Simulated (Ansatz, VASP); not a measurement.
SiC in VASP and in Ansatz

INCAR

```
SYSTEM = SiC
PREC = Accurate
ENCUT = 600
EDIFF = 1E-6
ISMEAR = 0
SIGMA = 0.01
LREAL = .FALSE.
LASPH = .TRUE.
NELM = 120
ALGO = Normal
ISIF = 2
LWAVE = .FALSE.
LCHARG = .FALSE.
GGA = PE
NBANDS = 11
GGA_COMPAT = .FALSE.
```

Contents of KPOINTS:

```
Automatic mesh
0
G
  9 9 9
  0 0 0
```

POSCAR

```
SiC
1.0
    0.0000000000      2.1790000000      2.1790000000
    2.1790000000      0.0000000000      2.1790000000
    2.1790000000      2.1790000000      0.0000000000
Si C
1 1
Direct
    0.0000000000      0.0000000000      0.0000000000
    0.2500000000      0.2500000000      0.2500000000
```

Input for Ansatz:

```yaml
crystal:
  lattice:
    - [0.0, 2.179, 2.179]
    - [2.179, 0.0, 2.179]
    - [2.179, 2.179, 0.0]
  atoms:
    - { symbol: Si, position: [0.0, 0.0, 0.0] }
    - { symbol: C, position: [0.25, 0.25, 0.25] }
kpoints:
  mp_grid:
    grid: [9, 9, 9]
hamiltonian:
  xc: pbe
scf:
  occupations:
    method: fixed
output:
  optics:
    de: 0.1
    sigma: 0.05
    nscf_kmesh:
      grid: [10, 10, 10]
```

Alike in both runs: task single point; functional PBE; k mesh 9 × 9 × 9; no spin polarisation.

|  | VASP | Ansatz |
| --- | --- | --- |
| version | VASP 6.6.1 | Ansatz 0.2.0 |
| potentials or method | VASP PAW PBE potentials, release 64 (Si, C) | plane waves, PAW |
| plane-wave cutoff (eV) | 600 | 420 |
| occupations | gaussian, width 0.01 eV | fixed |
| valence electrons in the cell | 8 | 8 |

```csv
,VASP,Ansatz,Ansatz less VASP
gap on the k mesh at the Fermi level (eV),1.50,1.50,+0.002
```
